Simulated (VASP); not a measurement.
# SnO2 (P4_2/mnm) in VASP: relaxation of shape and atoms at fixed volume with PBE

Aim: the relaxation of shape and atoms at fixed volume of SnO2 with PBE.

Program: VASP 6.6.1. These are calculated values, not measurements. Logs are shortened: lines on timing, memory, paths and dates and some standing lists are left out, and cuts for length are marked.

## 1. The cell of the first run

The structure is tetragonal, space group P4_2/mnm (No. 136). Conventional cell: a = 4.656 Å, b = 4.656 Å, c = 3.168 Å, α = 90.00°, β = 90.00°, γ = 90.00°. Sn (site symmetry mmm) has 6 O at 2.01 to 2.04 Å within 2.7 Å. Within 2.7 Å of O (site symmetry m2m) lie 3 Sn at 2.01 to 2.04 Å and 1 O at 2.56 Å.

## 2. Relaxation of shape and atoms at fixed volume, PBE (11.45 Å³/atom)

Input file INCAR:

```
PREC = Accurate ; ENCUT = 600
EDIFF = 1E-6 ; ISMEAR = 0
SIGMA = 0.02 ; LREAL = False
LASPH = True ; NELM = 100
ALGO = Normal ; ISIF = 4
LWAVE = False ; LCHARG = False
GGA = PE ; IBRION = 2
NSW = 50 ; EDIFFG = -0.01
```

Input file KPOINTS:

```
Automatic mesh
0
Gamma
  6 6 6
```

Input file POSCAR:

```
SnO2
1.0
   -3.1681652157      3.2920982930      3.2920982930
    3.1681652157     -3.2920982930      3.2920982930
    3.1681652157      3.2920982930     -3.2920982930
Sn O
4 8
Direct
    1.0000000000      0.2500000000      0.7500000000
    0.0000000000      0.7500000000      0.2500000000
    0.5000000000      0.5000000000      0.5000000000
    0.5000000000      0.0000000000      0.0000000000
    0.1943978802      0.1943978802      0.5000000000
    0.6943978802      0.7500000000      0.9443978802
    0.1943978802      0.6943978802      1.0000000000
    0.3056021198      0.7500000000      0.5556021198
    0.6943978802      0.2500000000      0.4443978802
    0.3056021198      0.2500000000      0.0556021198
    0.8056021198      0.3056021198      0.0000000000
    0.8056021198      0.8056021198      0.5000000000
```

Potentials or basis: VASP PAW PBE potentials, release 64 (Sn_d, O).

Command:

```console
$ cat potpaw_PBE.64/Sn_d/POTCAR potpaw_PBE.64/O/POTCAR > POTCAR
$ mpirun -np 1 vasp_std > vasp.out
```

OUTCAR:

```text
PREC = Accurate
   ENCUT = 600
   EDIFF = 1E-6
   ISMEAR = 0
   LREAL = False
   LASPH = True
   NELM = 100
   ISIF = 4
   GGA = PE
   IBRION = 2
   NSW = 50
   EDIFFG = -0.01

 ion  position               nearest neighbor table
   1  0.000  0.250  0.750-   9 2.01  10 2.01   5 2.04   7 2.04  11 2.04  12 2.04   2 3.17   2 3.17
                             4 3.65   3 3.65   4 3.65   3 3.65   3 3.65   4 3.65   4 3.65   3 3.65
   2  0.000  0.750  0.250-   6 2.01   8 2.01   7 2.04   5 2.04  11 2.04  12 2.04   1 3.17   1 3.17
                             4 3.65   4 3.65   3 3.65   3 3.65   3 3.65   4 3.65   3 3.65   4 3.65
   3  0.500  0.500  0.500-   5 2.01  12 2.01  10 2.04   6 2.04   8 2.04   9 2.04   4 3.17   4 3.17
                             1 3.65   2 3.65   1 3.65   2 3.65   1 3.65   2 3.65   1 3.65   2 3.65
   4  0.500  0.000  0.000-   7 2.01  11 2.01   9 2.04   8 2.04  10 2.04   6 2.04   3 3.17   3 3.17
                             2 3.65   1 3.65   1 3.65   2 3.65   1 3.65   2 3.65   2 3.65   1 3.65
   5  0.194  0.194  0.500-   3 2.01   2 2.04   1 2.04
   6  0.694  0.750  0.944-   2 2.01   3 2.04   4 2.04
   7  0.194  0.694  0.000-   4 2.01   2 2.04   1 2.04
   8  0.306  0.750  0.556-   2 2.01   4 2.04   3 2.04
   9  0.694  0.250  0.444-   1 2.01   4 2.04   3 2.04
  10  0.306  0.250  0.056-   1 2.01   3 2.04   4 2.04
  11  0.806  0.306  0.000-   4 2.01   2 2.04   1 2.04
  12  0.806  0.806  0.500-   3 2.01   2 2.04   1 2.04

  LATTYP: Found a body centered tetragonal cell.
 ALAT       =     6.5841965860
 C/A-ratio  =     0.9623543812

  Lattice vectors:

 A1 = (  -3.1681652157,   3.2920982930,  -3.2920982930)
 A2 = (  -3.1681652157,  -3.2920982930,   3.2920982930)
 A3 = (   3.1681652157,   3.2920982930,   3.2920982930)

Analysis of symmetry for initial positions (statically):
=====================================================================
 Subroutine PRICEL returns following result:

  LATTYP: Found a simple tetragonal cell.
 ALAT       =     4.6557300546
 C/A-ratio  =     0.6804873089

  Lattice vectors:

 A1 = (   0.0000000000,  -3.2920982930,  -3.2920982930)
 A2 = (   0.0000000000,   3.2920982930,  -3.2920982930)
 A3 = (   3.1681652157,   0.0000000000,   0.0000000000)

   2 primitive cells build up your supercell.

 Routine SETGRP: Setting up the symmetry group for a
 body centered tetragonal supercell.

 Subroutine GETGRP returns: Found 16 space group operations
 (whereof  4 operations were pure point group operations)
 out of a pool of 16 trial point group operations.

The static configuration has the point symmetry C_2h.
 The point group associated with its full space group is D_4h.

Analysis of symmetry for dynamics (positions and initial velocities):
[... 137 lines left out ...]
   ISIF   =      4    stress and relaxation
   ISYM   =      2    0-nonsym 1-usesym 2-fastsym
   POTIM  = 0.5000    time-step for ionic-motion
   TEBEG  =    0.0;   TEEND  =   0.0 temperature during run
   PSTRESS=    0.0 pullay stress
   NELECT =     104.0000    total number of electrons
   NUPDOWN=      -1.0000    fix difference up-down
   EMIN   =  10.00;   EMAX   =-10.00  energy-range for DOS
   EFERMI =   0.00;   METHOD = LEGACY
   ISMEAR =     0;   SIGMA  =   0.02  broadening in eV -4-tet -1-fermi 0-gaus
   EFERMI_NEDOS =   21; number of points for ismear=-14 and -15
   IALGO  =     38    algorithm
   IMIX   =      4    mixing-type and parameters
     AMIX     =   0.40;   BMIX     =  1.00
     AMIX_MAG =   1.60;   BMIX_MAG =  1.00
  volume/ion in A,a.u.               =      11.45        77.24
  Fermi-wavevector in a.u.,A,eV,Ry     =   1.492158  2.819770 30.293854  2.226535
  Thomas-Fermi vector in A             =   2.604722
   LORBIT       =      0    0 simple, 1 ext, 2 COOP (PROOUT), +10 PAW based schemes
   GGA     = PE    functional components
   LHFCALC =     F    Hartree Fock is set to
   AEXX    =    0.0000 exact exchange contribution
   IVDW    =     0    specifies the selected vdW correction
   LEPSILON=     F    determine dielectric tensor
   LRPA    =     F    only Hartree local field effects (RPA)
 conjugate gradient relaxation of ions
 non-spin polarized calculation
 Gauss-broadening in eV      SIGMA  =   0.02
  energy-cutoff  :      600.00
  volume of cell :      137.35
 maximum number of plane-waves:      4602
 NGX is ok and might be reduce to    48
   NGX = 23   NGY = 23   NGZ = 23

--------------------------------------- Ionic step        1  -------------------------------------------

 number of electron     104.0000005 magnetization

 Free energy of the ion-electron system (eV)
  ---------------------------------------------------
  ext. energy  EPLUGINS =         0.00000000
  ---------------------------------------------------
  free energy    TOTEN  =       -73.78251075 eV

  energy without entropy =      -73.78251075  energy(sigma->0) =      -73.78251075

------------------------ aborting loop because EDIFF is reached ----------------------------------------

  FORCE on cell =-STRESS in cart. coord.  units (eV):
  Direction    XX          YY          ZZ          XY          YZ          ZX
  --------------------------------------------------------------------------------------
  -------------------------------------------------------------------------------------
  Total       19.5202358     17.5276032     17.5276032      0.0000000      0.0000000      0.0000000
  in kB      227.7100733    204.4653479    204.4653479      0.0000000      0.0000000      0.0000000
  external PRESSURE =     212.2135897 kB  Pullay stress =       0.0000000 kB
[... 171 lines left out ...]
--------------------------------------- Ionic step        5  -------------------------------------------

 number of electron     103.9999996 magnetization

 Free energy of the ion-electron system (eV)
  ---------------------------------------------------
  ext. energy  EPLUGINS =         0.00000000
  ---------------------------------------------------
  free energy    TOTEN  =       -73.78857065 eV

  energy without entropy =      -73.78857065  energy(sigma->0) =      -73.78857065

 E-fermi :   6.7952     XC(G=0): -11.4881

 val. band max:        6.6372385700   @ k =   0.0000   0.0000   0.0000
 cond. band min:       8.3053521922   @ k =   0.0000   0.0000   0.0000
 fundamental gap:      1.6681136222
 Fermi energy:         6.7951692961

 k-point     1 :       0.0000    0.0000    0.0000
  band No.  band energies     occupation
      1     -14.5417      2.00000
      2     -14.1948      2.00000
      3     -14.1948      2.00000
      4     -13.7748      2.00000
      5     -13.7748      2.00000
      6     -13.6093      2.00000
[... 1549 lines left out ...]
     61      17.5671      0.00000
     62      17.8156      0.00000

 [... further k-points ...]
[... 5 lines left out ...]
  --------------------------------------------------------------------------------------
  -------------------------------------------------------------------------------------
  Total       17.8613005     17.8644934     17.8644934      0.0000000      0.0000000      0.0000000
  in kB      208.3580386    208.3952840    208.3952840      0.0000000      0.0000000      0.0000000
  external PRESSURE =     208.3828689 kB  Pullay stress =       0.0000000 kB
[... 27 lines left out ...]
  FREE ENERGIE OF THE ION-ELECTRON SYSTEM (eV)
  ---------------------------------------------------
  free  energy   TOTEN  =       -73.7885706453 eV

  energy  without entropy=      -73.7885706453  energy(sigma->0) =      -73.78857065

 reached required accuracy - stopping structural energy minimisation
```

It took 24 min on 1 thread of Oxide Virtual Turin-like, shared host; peak memory 0.43 GiB.

Results:

| Item | Value |
| --- | --- |
| Free energy | -73.7886 eV |
| Energy gained by relaxing | 0.5 meV/atom |
| Ionic steps | 5 |
| Pressure after relaxing | 20.8 GPa |
| Largest force after relaxing | 0.003 eV/Å |
| Band gap on the k mesh | 1.67 eV |

Forces on the atoms (eV/Å):
```
Sn   0.000  0.000  0.000
Sn   0.000  0.000  0.000
Sn   0.000  0.000  0.000
Sn   0.000  0.000  0.000
O    0.000  0.000  0.003
O    0.000  0.003  0.000
O    0.000  0.000  0.003
O    0.000 -0.003  0.000
O    0.000  0.003  0.000
O    0.000 -0.003  0.000
O    0.000  0.000 -0.003
O    0.000  0.000 -0.003
```

The path:
| step | energy change (eV) | largest force (eV/Å) | pressure (GPa) | volume (Å³) |
| --- | --- | --- | --- | --- |
| 1 | 0.0000 | 0.1107 | 21.22 | 137.35 |
| 2 | -0.0048 | 0.0997 | 20.78 | 137.35 |
| 3 | -0.0056 | 0.0416 | 20.89 | 137.35 |
| 4 | -0.0062 | 0.0106 | 20.85 | 137.35 |
| 5 | -0.0061 | 0.0034 | 20.84 | 137.35 |

Final structure:
```
CELL_PARAMETERS angstrom
-3.18587 3.28294 3.28294
3.18587 -3.28294 3.28294
3.18587 3.28294 -3.28294
ATOMIC_POSITIONS crystal
Sn 0.00000 0.25000 0.75000
Sn 0.00000 0.75000 0.25000
Sn 0.50000 0.50000 0.50000
Sn 0.50000 0.00000 0.00000
O 0.19464 0.19464 0.50000
O 0.69464 0.75000 0.94464
O 0.19464 0.69464 0.00000
O 0.30536 0.75000 0.55536
O 0.69464 0.25000 0.44464
O 0.30536 0.25000 0.05536
O 0.80536 0.30536 0.00000
O 0.80536 0.80536 0.50000
```

Caveat: spin-orbit coupling is left out, which moves the levels of the heavy elements.
